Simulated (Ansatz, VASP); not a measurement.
**Si in VASP and in Ansatz**

```xyz
4
Lattice="3.7164 0.0000 0.0000 -1.8582 3.4176 0.0000 0.0000 0.0000 6.3326" Properties=species:S:1:pos:R:3 pbc="T T T"
Si    0.0000    2.2784    0.3990
Si    1.8582    1.1392    3.5653
Si    0.0000    2.2784    2.7673
Si    1.8582    1.1392    5.9336
```

Change from the starting cell: strain -0.0300 x Voigt [1, -1, 0, 0, 0, 0], atoms carried along.

Alike in both runs: task single point; functional PBEsol; k mesh 12 × 12 × 6; occupations gaussian, width 0.03 eV; no spin polarisation.

|  | VASP | Ansatz |
| --- | --- | --- |
| version | VASP 6.6.1 | Ansatz 0.2.0 |
| potentials or method | VASP PAW PBE potentials, release 64 (Si), cutoff 520 eV | scalar-relativistic, plane waves, PAW |
| valence electrons in the cell | 16 | 16 |

Ansatz gave:

| Quantity | Value |
| --- | --- |
| gap on the k mesh at the Fermi level (eV) | none |
| pressure (GPa) | -0.2 |
| traceless stress, the component that is largest in VASP (GPa) | 5.17 |
| rms of the force components (eV/Å) | 0.253 |

Problem. What did VASP give for the same quantities?

Solution. gap on the k mesh at the Fermi level (eV): none; pressure (GPa): -0.1; traceless stress, the component that is largest in VASP (GPa): 5.20; rms of the force components (eV/Å): 0.255.

VASP's potentials were made for PBE, not for PBEsol. Atom by atom the forces differ by 0.002 eV/Å (rms over components). A gap of «none» marks a metal or a gap that the smearing closes. The functional is the same, so the differences come from potentials, cutoffs and numerics.
